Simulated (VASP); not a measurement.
K, 2 atoms in the cell. It takes space group Fd-3m (No. 227, cubic). The conventional cell has a = 7.729 Å, b = 7.729 Å, c = 7.729 Å, α = 90.00°, β = 90.00°, γ = 90.00°. Within 4.4 Å of K (site symmetry -43m) lie 4 K at 3.35 Å. This isn't the form of K at room conditions, which is bcc.

- Program: VASP 6.6.1
- Task: single point
- Functional: PBE
- Potentials or basis: VASP PAW PBE potentials, release 64 (K_sv)
- Cutoff: 520 eV
- k mesh: 8 × 8 × 8
- Occupations: fermi-dirac, width 0.1 eV
- Spin: no spin polarisation
- Dipole correction: no
- k mesh for the DOS: 12 × 12 × 12
- Occupations for the DOS: tetrahedron
- Further INCAR settings: ALGO = Normal; EDIFF = 1e-06; NBANDS = 16

Potentials or basis: VASP PAW PBE potentials, release 64 (K_sv).

The run is started by

```console
$ cat potpaw_PBE.64/K_sv/POTCAR > POTCAR
$ cp INCAR.step1 INCAR
$ cp KPOINTS.step1 KPOINTS
$ mpirun -np 1 vasp_std > vasp.out
$ cp INCAR.step2 INCAR
$ cp KPOINTS.step2 KPOINTS
$ mpirun -np 1 vasp_std > vasp.out
```

Hardware: 1 thread of Intel(R) Xeon(R) 6975P-C (Granite Rapids) (shared host).

Estimate the wall time of this run.

Run time: 2.7 min on 1 thread of Intel(R) Xeon(R) 6975P-C (Granite Rapids), with other jobs on the host, peak memory 0.3 GiB. Counts: k points 72.
